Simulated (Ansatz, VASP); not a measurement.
Rh: VASP beside Ansatz

Contents of POSCAR:

```
Rh
1.0
    0.0000000000      1.9008071574      1.9008071574
    1.9008071574      0.0000000000      1.9008071574
    1.9008071574      1.9008071574      0.0000000000
Rh
1
Direct
    0.0000000000      0.0000000000      0.0000000000
```

File INCAR.step1:

```
SYSTEM = Rh
PREC = Accurate ; ENCUT = 580
ISMEAR = 0 ; SIGMA = 0.1
LREAL = .FALSE. ; LASPH = .TRUE.
NELM = 120 ; NBANDS = 14
GGA = PE ; ALGO = Normal
EDIFF = 1E-5 ; LWAVE = .TRUE.
LCHARG = .FALSE. ; GGA_COMPAT = .FALSE.
```

File INCAR.step2:

```
SYSTEM = Rh
PREC = Accurate ; ENCUT = 580
EDIFF = 1E-6 ; ISMEAR = 0
SIGMA = 0.1 ; LREAL = .FALSE.
LASPH = .TRUE. ; NELM = 120
ALGO = Normal ; ISIF = 2
LWAVE = .FALSE. ; LCHARG = .TRUE.
METAGGA = R2SCAN ; LMIXTAU = .TRUE.
LELF = .TRUE. ; LVHAR = .TRUE.
NBANDS = 14 ; ISTART = 1
GGA_COMPAT = .FALSE.
```

File KPOINTS:

```
regular mesh
0
G
  14 14 14
  0 0 0
```

Input for Ansatz:

```yaml
crystal:
  lattice:
    - [0.0, 1.9008071574, 1.9008071574]
    - [1.9008071574, 0.0, 1.9008071574]
    - [1.9008071574, 1.9008071574, 0.0]
  atoms:
    - { symbol: Rh, position: [0.0, 0.0, 0.0] }
hamiltonian:
  xc: r2scan
  pseudopotentials:
    kind: paw
    azcp:
      Rh: "pseudopotentials/Rh.paw.azcp"
basis:
  ecutwfc: 500
  fft_grid_basis: typed
kpoints:
  mp_grid: { grid: [14, 14, 14], shift: [0, 0, 0] }
magnetization:
  spin_polarized: false
scf:
  occupations: { method: gaussian, width: 0.1 }
  lower_state_search: "off"
output:
  stress: true
```

Alike in both runs: task single point; functional r2SCAN; k mesh 14 × 14 × 14; occupations gaussian, width 0.1 eV; no spin polarisation.

|  | VASP | Ansatz |
| --- | --- | --- |
| version | VASP 6.6.1 | Ansatz 0.2.0 |
| potentials or method | VASP PAW PBE potentials, release 64 (Rh_sv_GW), cutoff 580 eV | plane waves (500 eV) with PAW, scalar-relativistic |
| valence electrons in the cell | 17 | 17 |

Ansatz gave:

| Item | Value |
| --- | --- |
| pressure (GPa) | -0.3 |

Task: Which values does VASP return?

Result: Pressure (GPa): -1.9.

VASP's potentials were made for PBE, not for r2SCAN. The functional is the same, so the differences come from potentials, cutoffs and numerics.
